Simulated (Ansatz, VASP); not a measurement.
Two plane-wave programs on CsCdCl3

File INCAR:

```
PREC     = Accurate       # precision mode
ENCUT    = 520            # plane-wave cutoff, eV
EDIFF    = 1E-6           # SCF threshold, eV
ISMEAR   = 0              # smearing method
SIGMA    = 0.05           # smearing width, eV
LREAL    = F              # projectors in reciprocal space
LASPH    = T              # aspherical terms in the spheres
NELM     = 80             # most SCF steps
ALGO     = Normal         # electronic algorithm
ISIF     = 2              # what is computed and relaxed
LWAVE    = F              # write WAVECAR
LCHARG   = T              # write CHGCAR
LELF     = T              # ELF
LVHAR    = T            
NBANDS   = 29             # bands
```

Contents of KPOINTS:

```
Automatic mesh
0
Gamma
  6 6 6
```

The input POSCAR:

```
CsCdCl3
1.0
    5.0440000000      0.0000000000      0.0000000000
    0.0000000000      5.0440000000      0.0000000000
    0.0000000000      0.0000000000      5.2000000000
Cs Cd Cl
1 1 3
Direct
    0.0000000000      0.0000000000      0.0000000000
    0.5000000000      0.5000000000      0.5000000000
    0.0000000000      0.5000000000      0.5000000000
    0.5000000000      0.0000000000      0.5000000000
    0.5000000000      0.5000000000      0.0000000000
```

Input for Ansatz:

```yaml
crystal:
  lattice:
    - [5.044, 0.0, 0.0]
    - [0.0, 5.044, 0.0]
    - [0.0, 0.0, 5.2]
  atoms:
    - { symbol: Cs, position: [0.0, 0.0, 0.0] }
    - { symbol: Cd, position: [0.5, 0.5, 0.5] }
    - { symbol: Cl, position: [0.0, 0.5, 0.5] }
    - { symbol: Cl, position: [0.5, 0.0, 0.5] }
    - { symbol: Cl, position: [0.5, 0.5, 0.0] }
basis:
  ecutwfc: 420
kpoints:
  mp_grid: { grid: [6, 6, 6] }
hamiltonian:
  xc: lda
scf:
  occupations: { method: gaussian, width: 0.05 }
output:
  forces: true
  stress: true
  eigenvalues: true
```

Change from the starting cell: strain -0.030 along x and y, +0.000 along z, atoms carried along.

Alike in both runs: task single point; functional LDA; k mesh 6 × 6 × 6; occupations gaussian, width 0.05 eV; no spin polarisation.

```csv
,VASP,Ansatz
version,VASP 6.6.1,Ansatz 0.2.0
potentials or method,"VASP PAW LDA potentials, release 64 (Cs_sv, Cd, Cl), cutoff 520 eV","scalar-relativistic, plane waves, PAW"
valence electrons in the cell,42,50
```

```csv
,VASP,Ansatz,Ansatz less VASP
gap on the k mesh at the Fermi level (eV),1.56,1.53,-0.029
least direct gap on the mesh (eV),2.39,2.37,-0.022
pressure (GPa),0.8,0.5,-0.30
"traceless stress, the component that is largest in VASP (GPa)",-1.14,-1.09,+0.056
```

LDA's correlation is that of Perdew and Zunger in VASP and of Perdew and Wang (1992) in Ansatz. VASP's potentials hold 42 valence electrons a cell and Ansatz's 50, so a difference there can come from the potentials and not from the codes.

Neither program's run includes spin-orbit coupling.
